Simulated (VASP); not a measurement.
# Ti (Fm-3m) in VASP: notebook

Runs on Ti. Level: LDA. Tasks: single point.

Program: VASP 6.6.1. These are calculated values, not measurements. Logs are shortened: lines on timing, memory, paths and dates and some standing lists are left out, and cuts for length are marked.

## (1) The cell of the first run

The structure is cubic, space group Fm-3m (No. 225). The conventional cell has a = 4.005 Å, b = 4.005 Å, c = 4.005 Å, α = 90.00°, β = 90.00°, γ = 90.00°. Within 3.7 Å of Ti (site symmetry m-3m) lie 12 Ti at 2.83 Å.

This isn't the form of Ti at room conditions, which is hcp.

## (2) Single point, LDA (16.06 Å³/atom)

Input file INCAR:

```
SYSTEM = Ti
PREC = Accurate
ENCUT = 500
EDIFF = 1E-6
ISMEAR = -1
SIGMA = 0.05
LREAL = .False.
LASPH = .True.
NELM = 120
ALGO = Normal
ISIF = 2
LWAVE = .False.
LCHARG = .True.
LELF = .True.
LVHAR = .True.
NBANDS = 12
GGA_COMPAT = .False.
```

Input file KPOINTS:

```
Automatic mesh
0
Gamma
  15 15 15
  0 0 0
```

Input file POSCAR:

```
Ti
1.0
    0.0000000000      2.0025642044      2.0025642044
    2.0025642044      0.0000000000      2.0025642044
    2.0025642044      2.0025642044      0.0000000000
Ti
1
Direct
    0.0000000000      0.0000000000      0.0000000000
```

Potentials or basis: VASP PAW LDA potentials, release 64 (Ti_sv).

The run is started by

```sh
> cat potpaw_LDA.64/Ti_sv/POTCAR > POTCAR
> mpirun -np 1 vasp_std > vasp.out
```

OUTCAR:

```text
SYSTEM = Ti
   PREC = Accurate
   ENCUT = 500
   EDIFF = 1E-6
   ISMEAR = -1
   LREAL = .False.
   LASPH = .True.
   NELM = 120
   ISIF = 2

 ion  position               nearest neighbor table
   1  0.000  0.000  0.000-

  LATTYP: Found a face centered cubic cell.
 ALAT       =     4.0051284088

  Lattice vectors:

 A1 = (   0.0000000000,   2.0025642044,   2.0025642044)
 A2 = (   2.0025642044,   0.0000000000,   2.0025642044)
 A3 = (   2.0025642044,   2.0025642044,   0.0000000000)

Analysis of symmetry for initial positions (statically):
=====================================================================
 Subroutine PRICEL returns:
 Original cell was already a primitive cell.

 Routine SETGRP: Setting up the symmetry group for a
 face centered cubic supercell.

 Subroutine GETGRP returns: Found 48 space group operations
 (whereof 48 operations were pure point group operations)
 out of a pool of 48 trial point group operations.

The static configuration has the point symmetry O_h .

Analysis of symmetry for dynamics (positions and initial velocities):
=====================================================================
 Subroutine PRICEL returns:
 Original cell was already a primitive cell.

 Routine SETGRP: Setting up the symmetry group for a
 face centered cubic supercell.

 Subroutine GETGRP returns: Found 48 space group operations
 (whereof 48 operations were pure point group operations)
 out of a pool of 48 trial point group operations.

The dynamic configuration has the point symmetry O_h .

 Subroutine INISYM returns: Found 48 space group operations
 (whereof 48 operations are pure point group operations),
 and found     1 'primitive' translations

----------------------------------------------------------------------------------------

                                     Primitive cell

  volume of cell :      16.0616

  direct lattice vectors                    reciprocal lattice vectors
     0.000000000  2.002564204  2.002564204    -0.249679885  0.249679885  0.249679885
     2.002564204  0.000000000  2.002564204     0.249679885 -0.249679885  0.249679885
     2.002564204  2.002564204  0.000000000     0.249679885  0.249679885 -0.249679885

  length of vectors
     2.832053457  2.832053457  2.832053457     0.432458246  0.432458246  0.432458246

  position of ions in fractional coordinates (direct lattice)
     0.000000000  0.000000000  0.000000000

  ion indices of the primitive-cell ions
   primitive index   ion index
                 1           1

----------------------------------------------------------------------------------------

 KPOINTS: Automatic mesh

Automatic generation of k-mesh.
 Grid dimensions read from file:
 generate k-points for:   15   15   15

 Generating k-lattice:

  Cartesian coordinates                     Fractional coordinates (reciprocal lattice)
    -0.016645326  0.016645326  0.016645326     0.066666667  0.000000000  0.000000000
     0.016645326 -0.016645326  0.016645326     0.000000000  0.066666667  0.000000000
     0.016645326  0.016645326 -0.016645326     0.000000000  0.000000000  0.066666667

  Length of vectors
     0.028830550  0.028830550  0.028830550

  Shift w.r.t. Gamma in fractional coordinates (k-lattice)
     0.000000000  0.000000000  0.000000000

 Subroutine IBZKPT returns following result:
 ===========================================

 Found    120 irreducible k-points:

 Following reciprocal coordinates:
            Coordinates               Weight
  0.000000  0.000000  0.000000      1.000000
  0.066667  0.000000  0.000000      8.000000
  0.133333  0.000000  0.000000      8.000000
  0.200000  0.000000  0.000000      8.000000
  0.266667  0.000000  0.000000      8.000000
  0.333333  0.000000  0.000000      8.000000
[... 16 lines left out ...]
  0.133333  0.133333  0.000000      6.000000
  0.200000  0.133333  0.000000     24.000000
 [... further k-points ...]
   k-points           NKPTS =    120   k-points in BZ     NKDIM =    120   number of bands    NBANDS=     12
   number of dos      NEDOS =    301   number of ions     NIONS =      1
   total plane-waves  NPLWV =  13824
   dimension x,y,z NGX =    24 NGY =   24 NGZ =   24
   dimension x,y,z NGXF=    48 NGYF=   48 NGZF=   48
   ions per type =               1
   NGX,Y,Z   is equivalent  to a cutoff of  14.09, 14.09, 14.09 a.u.
   NGXF,Y,Z  is equivalent  to a cutoff of  28.18, 28.18, 28.18 a.u.
 SYSTEM =  Ti
   PREC   = accura    normal or accurate (medium, high low for compatibility)
   ISTART =      0    job   : 0-new  1-cont  2-samecut
   ICHARG =      2    charge: 1-file 2-atom 10-const
   ISPIN  =      1    spin polarized calculation?
   LNONCOLLINEAR =      F non collinear calculations
   LSORBIT =      F    spin-orbit coupling
   LASPH  =      T    aspherical Exc in radial PAW
   ENCUT  =  500.0 eV  36.75 Ry    6.06 a.u.   5.16  5.16  5.16*2*pi/ulx,y,z
   NELM   =    120;   NELMIN=  2; NELMDL= -5     # of ELM steps
   EDIFF  = 0.1E-05   stopping-criterion for ELM
   LREAL  =      F    real-space projection
   EDIFFG = 0.1E-04   stopping-criterion for IOM
   NSW    =      0    number of steps for IOM
   IBRION =     -1    ionic relax: 0-MD 1-quasi-New 2-CG
   NFREE  =      0    steps in history (QN), initial steepest desc. (CG)
   ISIF   =      2    stress and relaxation
   ISYM   =      2    0-nonsym 1-usesym 2-fastsym
   POTIM  = 0.5000    time-step for ionic-motion
   TEBEG  =    0.0;   TEEND  =   0.0 temperature during run
   PSTRESS=    0.0 pullay stress
   NELECT =      12.0000    total number of electrons
   NUPDOWN=      -1.0000    fix difference up-down
   EMIN   =  10.00;   EMAX   =-10.00  energy-range for DOS
   EFERMI =   0.00;   METHOD = LEGACY
   ISMEAR =    -1;   SIGMA  =   0.05  broadening in eV -4-tet -1-fermi 0-gaus
   EFERMI_NEDOS =   21; number of points for ismear=-14 and -15
   IALGO  =     38    algorithm
   IMIX   =      4    mixing-type and parameters
     AMIX     =   0.40;   BMIX     =  1.00
     AMIX_MAG =   1.60;   BMIX_MAG =  1.00
  volume/ion in A,a.u.               =      16.06       108.39
  Fermi-wavevector in a.u.,A,eV,Ry     =   1.485498  2.807185 30.024043  2.206705
  Thomas-Fermi vector in A             =   2.598902
   LORBIT       =      0    0 simple, 1 ext, 2 COOP (PROOUT), +10 PAW based schemes
   GGA     = CA    functional components
   LHFCALC =     F    Hartree Fock is set to
   AEXX    =    0.0000 exact exchange contribution
   IVDW    =     0    specifies the selected vdW correction
   LEPSILON=     F    determine dielectric tensor
   LRPA    =     F    only Hartree local field effects (RPA)
 non-spin polarized calculation
  energy-cutoff  :      500.00
  volume of cell :       16.06
 maximum number of plane-waves:       420
 NGX is ok and might be reduce to    24
   NGX = 11   NGY = 11   NGZ = 11

 number of electron      11.9999999 magnetization

 Free energy of the ion-electron system (eV)
  ---------------------------------------------------
  ext. energy  EPLUGINS =         0.00000000
  ---------------------------------------------------
  free energy    TOTEN  =        -8.50522866 eV

  energy without entropy =       -8.49130866  energy(sigma->0) =       -8.49826866

 E-fermi :   8.8481     XC(G=0): -12.1639

 val. band max:        8.8209759204   @ k =   0.2667   0.1333   0.0667
 cond. band min:       8.8524873152   @ k =  -0.4667   0.2667   0.1333
 fundamental gap:      0.0315113948
 Fermi energy:         8.8481071684

 k-point     1 :       0.0000    0.0000    0.0000
  band No.  band energies     occupation
      1     -47.0608      2.00000
      2     -23.1832      2.00000
      3     -23.1832      2.00000
      4     -23.1832      2.00000
      5       2.6516      2.00000
      6       9.7267      0.00000
      7       9.7267      0.00000
      8       9.7267      0.00000
      9      11.5161      0.00000
     10      11.5161      0.00000
     11      24.6191      0.00000
     12      29.4010      0.00000

 k-point     2 :       0.0667    0.0000    0.0000
  band No.  band energies     occupation
      1     -47.0532      2.00000
      2     -23.2232      2.00000
      3     -23.1881      2.00000
      4     -23.1881      2.00000
      5       2.8070      2.00000
      6       9.6292      0.00000
      7       9.7844      0.00000
      8       9.7844      0.00000
      9      11.4780      0.00000
     10      11.4780      0.00000
     11      24.7698      0.00000
     12      28.2897      0.00000

 k-point     3 :       0.1333    0.0000    0.0000
  band No.  band energies     occupation
      1     -47.0319      2.00000
      2     -23.3356      2.00000
      3     -23.2019      2.00000
      4     -23.2019      2.00000
      5       3.2553      2.00000
      6       9.3769      0.00005
      7       9.9222      0.00000
      8       9.9222      0.00000
      9      11.4074      0.00000
     10      11.4074      0.00000
     11      25.0016      0.00000
     12      26.4864      0.00000

 k-point     4 :       0.2000    0.0000    0.0000
  band No.  band energies     occupation
      1     -47.0002      2.00000
      2     -23.4989      2.00000
      3     -23.2221      2.00000
      4     -23.2221      2.00000
      5       3.9385      2.00000
      6       9.0732      0.02192
      7      10.0242      0.00000
      8      10.0242      0.00000
      9      11.4370      0.00000
     10      11.4370      0.00000
     11      24.0278      0.00000
     12      25.7142      0.00000

 k-point     5 :       0.2667    0.0000    0.0000
  band No.  band energies     occupation
      1     -46.9637      2.00000
      2     -23.6831      2.00000
      3     -23.2453      2.00000
      4     -23.2453      2.00000
      5       4.7412      2.00000
      6       8.8604      0.87782
      7       9.9750      0.00000
      8       9.9750      0.00000
      9      11.6881      0.00000
     10      11.6881      0.00000
     11      22.2206      0.00000
     12      25.3794      0.00000
[... 228 lines left out ...]
      1     -47.0163      2.00000
      2     -23.4009      2.00000
      3     -23.2385      2.00000
      4     -23.2008      2.00000
      5       3.5889      2.00000
      6       9.1898      0.00215
      7       9.9961      0.00000
      8      10.0385      0.00000
      9      11.1591      0.00000
     10      11.6019      0.00000
     11      24.9997      0.00000
     12      25.8760      0.00000

 k-point    22 :      -0.0667    0.0667    0.0000
  band No.  band energies     occupation
      1     -47.0411      2.00000
      2     -23.2790      2.00000
      3     -23.2107      2.00000
      4     -23.1895      2.00000
      5       3.0601      2.00000
      6       9.4667      0.00001
      7       9.8705      0.00000
      8       9.8877      0.00000
      9      11.3197      0.00000
     10      11.5317      0.00000
     11      24.9744      0.00000
     12      27.3063      0.00000

 k-point    23 :       0.1333    0.1333    0.0000
  band No.  band energies     occupation
      1     -47.0223      2.00000
      2     -23.3316      2.00000
      3     -23.2349      2.00000
      4     -23.2349      2.00000
      5       3.4508      2.00000
      6       9.1394      0.00588
      7      10.1058      0.00000
      8      10.1058      0.00000
      9      10.9370      0.00000
     10      11.6998      0.00000
     11      25.3762      0.00000
     12      27.1498      0.00000

 k-point    24 :       0.2000    0.1333    0.0000
  band No.  band energies     occupation
      1     -46.9987      2.00000
      2     -23.4376      2.00000
      3     -23.2611      2.00000
      4     -23.2540      2.00000
      5       3.9537      2.00000
      6       8.8588      0.89314
      7      10.2108      0.00000
      8      10.2912      0.00000
      9      10.8017      0.00000
     10      11.7961      0.00000
     11      25.3782      0.00000
     12      26.0434      0.00000

 [... further k-points ...]

------------------------ aborting loop because EDIFF is reached ----------------------------------------

  FORCE on cell =-STRESS in cart. coord.  units (eV):
  Direction    XX          YY          ZZ          XY          YZ          ZX
  --------------------------------------------------------------------------------------
  -------------------------------------------------------------------------------------
  Total       -0.0430399     -0.0430399     -0.0430399     -0.0000000      0.0000000     -0.0000000
  in kB       -4.2933146     -4.2933146     -4.2933146     -0.0000000      0.0000000     -0.0000000
  external PRESSURE =      -4.2933146 kB  Pullay stress =       0.0000000 kB

 VOLUME and BASIS-vectors are now :
 -----------------------------------------------------------------------------
  energy-cutoff  :      500.00
  volume of cell :       16.06
      direct lattice vectors                 reciprocal lattice vectors
     0.000000000  2.002564204  2.002564204    -0.249679885  0.249679885  0.249679885
     2.002564204  0.000000000  2.002564204     0.249679885 -0.249679885  0.249679885
     2.002564204  2.002564204  0.000000000     0.249679885  0.249679885 -0.249679885

 POSITION                                       TOTAL-FORCE (eV/Angst)
 -----------------------------------------------------------------------------------
      0.00000      0.00000      0.00000        -0.000000      0.000000      0.000000
 -----------------------------------------------------------------------------------
    total drift:                                0.000000      0.000000     -0.000000

  FREE ENERGIE OF THE ION-ELECTRON SYSTEM (eV)
  ---------------------------------------------------
  free  energy   TOTEN  =        -8.5052286578 eV

  energy  without entropy=       -8.4913086595  energy(sigma->0) =       -8.49826866
```

It took 22 s on 1 thread of Intel Xeon 8259CL, shared host; peak memory 0.14 GiB.

Results:

```
Free energy            : -8.5052 eV
Pressure               : -0.4 GPa
Band gap on the k mesh : zero (bands 6 and 7 overlap by 1.21 eV)
```

Levels at points of the mesh, in eV from the Fermi level:
```tsv
k point	band 3	band 4	band 5	band 6	band 7	band 8	band 9	band 10
(0.00, 0.00, 0.00)	-32.03	-32.03	-6.20	0.88	0.88	0.88	2.67	2.67
```

[end of part 1 of 2]
